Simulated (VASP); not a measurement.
# KTaO3: electric field gradients with PBE

KTaO3:

```
K Ta O
1.0
     3.90688    0.00000    0.00000
     0.00000    3.90688    0.00000
     0.00000    0.00000    3.90688
K Ta O
1 1 3
Cartesian
  1.9534 1.9534 1.9534
  0.0000 0.0000 0.0000
  1.9534 0.0000 0.0000
  0.0000 1.9534 0.0000
  0.0000 0.0000 1.9534
```

This cell differs from its parent crystal: volume scaled by 0.94.

```json
{
 "Program": "VASP 6.6.1",
 "Task": "electric field gradients",
 "Functional": "PBE",
 "Potentials or basis": "VASP PAW PBE potentials, release 64 (K_sv, Ta_pv, O)",
 "Cutoff": "520 eV",
 "k mesh": "5 × 5 × 5",
 "Occupations": "fermi-dirac, width 0.01 eV",
 "Spin": "no spin polarisation",
 "Dipole correction": "no",
 "Further INCAR settings": "ALGO = Normal; EDIFF = 1e-08; NBANDS = 27"
}
```

| Property | Result |
| --- | --- |
| Pressure | 21.4 GPa |
| Band gap on the k mesh | 2.43 eV, indirect (least direct gap 2.89 eV) |

Levels at points of the mesh, in eV from the valence-band top:
```csv
k point,band 16,band 17,band 18,band 19,band 20,band 21,band 22,band 23
"(0.00, 0.00, 0.00)",-1.04,-0.46,-0.46,-0.46,2.43,2.43,2.43,7.26
```

Electric field gradients, principal values (V/Å²):
| atom | least | middle | greatest (by size) |
| --- | --- | --- | --- |
| 1 K | 0.000 | 0.000 | 0.000 |
| 2 Ta | 0.000 | 0.000 | 0.000 |
| 3 O | -5.154 | -5.154 | 10.309 |
| 4 O | -5.154 | -5.154 | 10.309 |
| 5 O | -5.154 | -5.154 | 10.309 |

Run time: 29 s on 1 thread of Intel(R) Xeon(R) Platinum 8259CL CPU @ 2.50GHz (Skylake/Cascade Lake) (shared host), peak memory 0.17 GiB.

Caveat: without QUAD_EFG the Cq values of the log hold for a quadrupole moment of 1 mb, not for the nuclei; spin-orbit coupling is left out, which moves the levels of the heavy elements. A k mesh can miss the band edges.
